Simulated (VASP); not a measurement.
Here is a VASP 6.6.1 calculation.

INCAR

```
  PREC = Accurate
  ENCUT = 600
  EDIFF = 1E-7
  ISMEAR = -1
  SIGMA = 0.02
  LREAL = False
  LASPH = True
  NELM = 60
  ALGO = Normal
  ISIF = 3
  LWAVE = False
  LCHARG = False
  GGA = PE
  IBRION = 2
  NSW = 80
  EDIFFG = -0.01
  PSTRESS = 600.0
```

Contents of KPOINTS:

```
regular mesh
0
Gamma
  8 8 6
```

Contents of POSCAR:

```
PbO2
1.0
    3.2400000000      0.0000000000      0.0000000000
   -1.6200000000      2.8059223083      0.0000000000
    0.0000000000      0.0000000000      3.5640000000
Pb O
1 2
Direct
    0.0000000000      0.0000000000      0.0000000000
    0.3333333333      0.6666666667      0.5000000000
    0.6666666667      0.3333333333      0.5000000000
```

Potentials or basis: VASP PAW PBE potentials, release 64 (Pb_d, O).

Run with:

```console
$ cat potpaw_PBE.64/Pb_d/POTCAR potpaw_PBE.64/O/POTCAR > POTCAR
$ mpirun -np 1 vasp_std > vasp.out
```

(1) Estimate the relaxed cell.

(2) What does it give for the relaxed volume?

(3) Estimate the space group after relaxing (to 0.1 Å).

Answers

(1) a = 3.510 Å, b = 3.510 Å, c = 2.868 Å, α = 90.00°, β = 90.00°, γ = 120.00°.

(2) 10.20 Å³/atom.

(3) P6/mmm (No. 191).

Caveat: the cell is relaxed towards a set pressure, so the run minimises the enthalpy, not the energy; a cell axis changed by over 15 % at a fixed basis, so the end point is rough.
